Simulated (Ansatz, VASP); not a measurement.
One calculation of AgRh, two programs

File INCAR:

```
  PREC = Accurate
  ENCUT = 500
  EDIFF = 1E-6
  ISMEAR = -1
  SIGMA = 0.1
  LREAL = False
  LASPH = True
  NELM = 120
  ALGO = Normal
  ISIF = 2
  LWAVE = False
  LCHARG = False
  GGA = B5
  ALDAX = 1.0
  AGGAX = 1.0
  AGGAC = 1.0
  ALDAC = 0.0
  NBANDS = 20
  GGA_COMPAT = False
```

KPOINTS

```
Automatic mesh
0
Gamma
  9 9 5
```

The input POSCAR:

```
AgRh
1.0
    2.7775882000      0.0000000000      0.0000000000
   -1.3887941000      2.4054619400      0.0000000000
    0.0000000000      0.0000000000      4.8086020000
Ag Rh
1 1
Direct
    0.0000000000      0.0000000000      0.5000000000
    0.6666666667      0.3333333333      0.0000000000
```

Input for Ansatz:

```yaml
crystal:
  lattice:
    - [2.7775882, 0.0, 0.0]
    - [-1.3887941, 2.40546194, 0.0]
    - [0.0, 0.0, 4.808602]
  atoms:
    - { symbol: Ag, position: [0.0, 0.0, 0.5] }
    - { symbol: Rh, position: [0.6666666666666666, 0.3333333333333333, 0.0] }
basis:
  ecutwfc: 470.0
kpoints:
  mp_grid:
    grid: [9, 9, 5]
hamiltonian:
  xc: blyp
scf:
  occupations:
    method: fermi_dirac
    width: 0.1
output:
  stress: true
```

Alike in both runs: task single point; functional BLYP; k mesh 9 × 9 × 5; occupations fermi-dirac, width 0.1 eV; no spin polarisation.

|  | VASP | Ansatz |
| --- | --- | --- |
| version | VASP 6.6.1 | Ansatz 0.2.0 |
| potentials or method | VASP PAW PBE potentials, release 64 (Ag, Rh_pv), cutoff 500 eV | plane waves, PAW |
| valence electrons in the cell | 26 | 36 |

Ansatz gave:

| Item | Value |
| --- | --- |
| pressure (GPa) | 7.2 |
| traceless stress, the component that is largest in VASP (GPa) | -0.28 |

**Question.** Which values does VASP return?

**Answer.** Pressure (GPa): 7.5; traceless stress, the component that is largest in VASP (GPa): -0.34.

VASP's potentials were made for PBE, not for BLYP. VASP's potentials hold 26 valence electrons a cell and Ansatz's 36, so a difference there can come from the potentials and not from the codes.
